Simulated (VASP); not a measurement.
# PbS in VASP: electric field gradients with PBEsol

Aim: the electric field gradients of PbS with PBEsol.

All numbers are computed with VASP 6.6.1; they aren't measurements. Logs are shortened: lines on timing, memory, paths and dates and some standing lists are left out, and cuts for length are marked.

## 1. The cell of the first run

The cell holds a slab with vacuum, 4 atoms: a = 4.068 Å, b = 4.193 Å, c = 11.729 Å, α = 91.40°, β = 93.69°, γ = 89.21°.

## 2. Electric field gradients, PBEsol (equal xy, yz and zx shear strains of +3 %)

Input file INCAR:

```
SYSTEM = PbS
  ALGO = Normal
  EDIFF = 1E-8
  ENCUT = 520
  GGA = PS
  ISIF = 2
  ISMEAR = -1
  LASPH = .TRUE.
  LCHARG = .FALSE.
  LEFG = .TRUE.
  LREAL = .FALSE.
  LWAVE = .FALSE.
  NBANDS = 28
  NELM = 60
  PREC = Accurate
  SIGMA = 0.01
```

Input file KPOINTS:

```
k-points
0
G
  7 7 3
  0 0 0
```

Input file POSCAR:

```
PbS
1.0
    2.8970000000     -2.8558925000      0.0006075000
    2.9840000000      2.9441075000      0.0876075000
   -0.9044106500      0.1594386000     11.6930892500
Pb S
2 2
Direct
    0.7756000000      0.7756000000      0.6363800000
    0.2244000000      0.2244000000      0.3636200000
    0.2684000000      0.2684000000      0.5986000000
    0.7316000000      0.7316000000      0.4014000000
```

Potentials or basis: VASP PAW PBE potentials, release 64 (Pb_d, S).

Started as:

```console
cat potpaw_PBE.64/Pb_d/POTCAR potpaw_PBE.64/S/POTCAR > POTCAR
mpirun -np 1 vasp_std > vasp.out
```

OUTCAR:

```text
SYSTEM = PbS
   EDIFF = 1E-8
   ENCUT = 520
   GGA = PS
   ISIF = 2
   ISMEAR = -1
   LASPH = .TRUE.
   LREAL = .FALSE.
   NELM = 60
   PREC = Accurate

 ion  position               nearest neighbor table
   1  0.776  0.776  0.636-   4 2.75   3 2.92   3 2.95   3 2.96   3 2.99
   2  0.224  0.224  0.364-   3 2.75   4 2.92   4 2.95   4 2.96   4 2.99
   3  0.268  0.268  0.599-   2 2.75   1 2.92   1 2.95   1 2.96   1 2.99
   4  0.732  0.732  0.401-   1 2.75   2 2.92   2 2.95   2 2.96   2 2.99

  LATTYP: Found a triclinic cell.
 ALAT       =     4.0680131933
 B/A-ratio  =     1.4260781806
 C/A-ratio  =     3.3046139237
 COS(alpha) =     0.0106732872
 COS(beta)  =     0.3630411367
 COS(gamma) =     0.6911963337

  Lattice vectors:

 A1 = (   2.8970000000,  -2.8558925000,   0.0006075000)
 A2 = (  -0.0870000000,  -5.8000000000,  -0.0870000000)
 A3 = (   6.7854106500,  -0.0712236000, -11.6048742500)

Analysis of symmetry for initial positions (statically):
=====================================================================
 Subroutine PRICEL returns:
 Original cell was already a primitive cell.

 Routine SETGRP: Setting up the symmetry group for a
 triclinic supercell.

 Subroutine GETGRP returns: Found  2 space group operations
 (whereof  2 operations were pure point group operations)
 out of a pool of  2 trial point group operations.

The static configuration has the point symmetry S_2 .

Analysis of symmetry for dynamics (positions and initial velocities):
=====================================================================
 Subroutine PRICEL returns:
 Original cell was already a primitive cell.

 Routine SETGRP: Setting up the symmetry group for a
 triclinic supercell.

 Subroutine GETGRP returns: Found  2 space group operations
 (whereof  2 operations were pure point group operations)
 out of a pool of  2 trial point group operations.

The dynamic configuration has the point symmetry S_2 .

 Subroutine INISYM returns: Found  2 space group operations
 (whereof  2 operations are pure point group operations),
 and found     1 'primitive' translations

----------------------------------------------------------------------------------------

                                     Primitive cell

  volume of cell :     199.5673

  direct lattice vectors                    reciprocal lattice vectors
     2.897000000 -2.855892500  0.000607500     0.172431758 -0.175236163  0.015726257
     2.984000000  2.944107500  0.087607500     0.167333523  0.169744370  0.010628023
    -0.904410650  0.159438600 11.693089250    -0.001262662 -0.001262662  0.085440154

  length of vectors
     4.068013193  4.192815289 11.729096960     0.246348816  0.238592988  0.085458812

  position of ions in fractional coordinates (direct lattice)
     0.775600000  0.775600000  0.636380000
     0.224400000  0.224400000  0.363620000
     0.268400000  0.268400000  0.598600000
     0.731600000  0.731600000  0.401400000

  ion indices of the primitive-cell ions
   primitive index   ion index
                 1           1
                 2           2
                 3           3
                 4           4

----------------------------------------------------------------------------------------

 KPOINTS: k-points

Automatic generation of k-mesh.
 Grid dimensions read from file:
 generate k-points for:    7    7    3

 Generating k-lattice:

  Cartesian coordinates                     Fractional coordinates (reciprocal lattice)
[... 42 lines left out ...]
   k-points           NKPTS =     74   k-points in BZ     NKDIM =     74   number of bands    NBANDS=     28
   number of dos      NEDOS =    301   number of ions     NIONS =      4
   total plane-waves  NPLWV =  86400
   dimension x,y,z NGX =    30 NGY =   32 NGZ =   90
   dimension x,y,z NGXF=    60 NGYF=   64 NGZF=  180
   ions per type =               2   2
   NGX,Y,Z   is equivalent  to a cutoff of  12.26, 12.69, 12.76 a.u.
   NGXF,Y,Z  is equivalent  to a cutoff of  24.52, 25.38, 25.51 a.u.
 SYSTEM =  PbS
   PREC   = accura    normal or accurate (medium, high low for compatibility)
   ISTART =      0    job   : 0-new  1-cont  2-samecut
   ICHARG =      2    charge: 1-file 2-atom 10-const
   ISPIN  =      1    spin polarized calculation?
   LNONCOLLINEAR =      F non collinear calculations
   LSORBIT =      F    spin-orbit coupling
   LASPH  =      T    aspherical Exc in radial PAW
   ENCUT  =  520.0 eV  38.22 Ry    6.18 a.u.   7.56  7.80 21.81*2*pi/ulx,y,z
   NELM   =     60;   NELMIN=  2; NELMDL= -5     # of ELM steps
   EDIFF  = 0.1E-07   stopping-criterion for ELM
   LREAL  =      F    real-space projection
   EDIFFG = 0.1E-06   stopping-criterion for IOM
   NSW    =      0    number of steps for IOM
   IBRION =     -1    ionic relax: 0-MD 1-quasi-New 2-CG
   NFREE  =      0    steps in history (QN), initial steepest desc. (CG)
   ISIF   =      2    stress and relaxation
   ISYM   =      2    0-nonsym 1-usesym 2-fastsym
   POTIM  = 0.5000    time-step for ionic-motion
   TEBEG  =    0.0;   TEEND  =   0.0 temperature during run
   PSTRESS=    0.0 pullay stress
   NELECT =      40.0000    total number of electrons
   NUPDOWN=      -1.0000    fix difference up-down
   EMIN   =  10.00;   EMAX   =-10.00  energy-range for DOS
   EFERMI =   0.00;   METHOD = LEGACY
   ISMEAR =    -1;   SIGMA  =   0.01  broadening in eV -4-tet -1-fermi 0-gaus
   EFERMI_NEDOS =   21; number of points for ismear=-14 and -15
   IALGO  =     38    algorithm
   IMIX   =      4    mixing-type and parameters
     AMIX     =   0.40;   BMIX     =  1.00
     AMIX_MAG =   1.60;   BMIX_MAG =  1.00
  volume/ion in A,a.u.               =      49.89       336.69
  Fermi-wavevector in a.u.,A,eV,Ry     =   0.958072  1.810494 12.488826  0.917903
  Thomas-Fermi vector in A             =   2.087147
   LORBIT       =      0    0 simple, 1 ext, 2 COOP (PROOUT), +10 PAW based schemes
   GGA     = PS    functional components
   LHFCALC =     F    Hartree Fock is set to
   AEXX    =    0.0000 exact exchange contribution
   IVDW    =     0    specifies the selected vdW correction
   LEPSILON=     F    determine dielectric tensor
   LRPA    =     F    only Hartree local field effects (RPA)
 non-spin polarized calculation
  energy-cutoff  :      520.00
  volume of cell :      199.57
 maximum number of plane-waves:      5405
 NGX is ok and might be reduce to    30
   NGX = 15   NGY = 15   NGZ = 43

 number of electron      40.0000002 magnetization

 Free energy of the ion-electron system (eV)
  ---------------------------------------------------
  ext. energy  EPLUGINS =         0.00000000
  ---------------------------------------------------
  free energy    TOTEN  =       -18.40611034 eV

  energy without entropy =      -18.40611034  energy(sigma->0) =      -18.40611034

 E-fermi :   0.8886     XC(G=0):  -5.9559

 val. band max:        0.6427691572   @ k =  -0.0000   0.4286   0.3333
 cond. band min:       1.9056880073   @ k =   0.0000   0.0000   0.3333
 fundamental gap:      1.2629188501
 Fermi energy:         0.8886124635

 k-point     1 :       0.0000    0.0000    0.0000
  band No.  band energies     occupation
      1     -15.6588      2.00000
      2     -15.5764      2.00000
      3     -15.5708      2.00000
      4     -15.5563      2.00000
      5     -15.5345      2.00000
      6     -15.5271      2.00000
[... 733 lines left out ...]
     27       6.6750      0.00000
     28       7.4904      0.00000

 [... further k-points ...]

------------------------ aborting loop because EDIFF is reached ----------------------------------------

  FORCE on cell =-STRESS in cart. coord.  units (eV):
  Direction    XX          YY          ZZ          XY          YZ          ZX
  --------------------------------------------------------------------------------------
  -------------------------------------------------------------------------------------
  Total       -1.2434411     -0.1841640     -2.6493927     -0.4504063     -0.2241911     -0.2395636
  in kB       -9.9826622     -1.4785156    -21.2700001     -3.6159769     -1.7998636     -1.9232774
  external PRESSURE =     -10.9103926 kB  Pullay stress =       0.0000000 kB

 VOLUME and BASIS-vectors are now :
 -----------------------------------------------------------------------------
  energy-cutoff  :      520.00
  volume of cell :      199.57
      direct lattice vectors                 reciprocal lattice vectors
     2.897000000 -2.855892500  0.000607500     0.172431758 -0.175236163  0.015726257
     2.984000000  2.944107500  0.087607500     0.167333523  0.169744370  0.010628023
    -0.904410650  0.159438600 11.693089250    -0.001262662 -0.001262662  0.085440154

 POSITION                                       TOTAL-FORCE (eV/Angst)
 -----------------------------------------------------------------------------------
      3.98575      0.16988      7.50967        -0.001326     -0.003823     -0.671652
      0.99083      0.07777      4.27164         0.001326      0.003823      0.671652
      1.03708      0.11912      7.02316        -0.091876     -0.088196     -0.195037
      3.93951      0.12854      4.75814         0.091876      0.088196      0.195037
 -----------------------------------------------------------------------------------
    total drift:                               -0.000000     -0.000000      0.000000

  FREE ENERGIE OF THE ION-ELECTRON SYSTEM (eV)
  ---------------------------------------------------
  free  energy   TOTEN  =       -18.4061103402 eV

  energy  without entropy=      -18.4061103402  energy(sigma->0) =      -18.40611034

 Electric field gradients (V/A^2)
---------------------------------------------------------------------
 ion       V_xx      V_yy      V_zz      V_xy      V_xz      V_yz
---------------------------------------------------------------------
   1      91.396    34.340  -125.736    -3.088     4.823     5.594
   2      91.396    34.340  -125.736    -3.088     4.823     5.594
   3       1.726    -0.348    -1.378     5.583     4.952     4.824
   4       1.726    -0.348    -1.378     5.583     4.952     4.824
---------------------------------------------------------------------

 Electric field gradients after diagonalization (V/A^2)
 (convention: |V_zz| > |V_xx| > |V_yy|)
----------------------------------------------------------------------
 ion       V_xx      V_yy      V_zz     asymmetry (V_yy - V_xx)/ V_zz
----------------------------------------------------------------------
   1      91.657    34.387  -126.043       0.454
   2      91.657    34.387  -126.043       0.454
   3      -5.716    -4.690    10.406       0.099
   4      -5.716    -4.690    10.406       0.099
----------------------------------------------------------------------

           NMR quadrupolar parameters

 Cq : quadrupolar parameter    Cq=e*Q*V_zz/h
 eta: asymmetry parameters     (V_yy - V_xx)/ V_zz
 Q  : nuclear electric quadrupole moment in mb (millibarn)
----------------------------------------------------------------------
 ion       Cq(MHz)       eta       Q (mb)
----------------------------------------------------------------------
   1      -0.305       0.454       1.000
   2      -0.305       0.454       1.000
   3       0.025       0.099       1.000
   4       0.025       0.099       1.000
----------------------------------------------------------------------
```

It took 4.7 min on 1 thread of Intel Xeon 6975P-C (Granite Rapids), shared host; peak memory 0.51 GiB.

What came out:

```
Free energy                             : -18.4061 eV
Largest force                           : 0.672 eV/Å
Band gap on the k mesh                  : 1.26 eV (least direct gap 1.27 eV)
Largest electric field gradient by atom : Pb -126.0; S +10.4 V/Å²
```

Forces in eV/Å, atoms in the order of the input:
```
Pb  -0.001 -0.004 -0.672
Pb   0.001  0.004  0.672
S   -0.092 -0.088 -0.195
S    0.092  0.088  0.195
```

Levels at points of the mesh, in eV from the valence-band top:
```csv
k point,band 16,band 17,band 18,band 19,band 20,band 21,band 22,band 23,band 24,band 25
"(0.00, 0.00, 0.00)",-2.68,-2.36,-1.56,-1.27,-0.01,1.35,3.12,4.83,5.15,5.39
```

Electric field gradients, principal values (V/Å²):
| atom | least | middle | greatest (by size) |
| --- | --- | --- | --- |
| 1 Pb | 34.387 | 91.657 | -126.043 |
| 2 Pb | 34.387 | 91.657 | -126.043 |
| 3 S | -4.690 | -5.716 | 10.406 |
| 4 S | -4.690 | -5.716 | 10.406 |

Caveat: the cell differs from its parent crystal (equal xy, yz and zx shear strains of +3 %); without QUAD_EFG the Cq values of the log hold for a quadrupole moment of 1 mb, not for the nuclei; the PAW data sets were made with another functional, which shifts forces and pressure a little; spin-orbit coupling is left out, which moves the levels of the heavy elements.
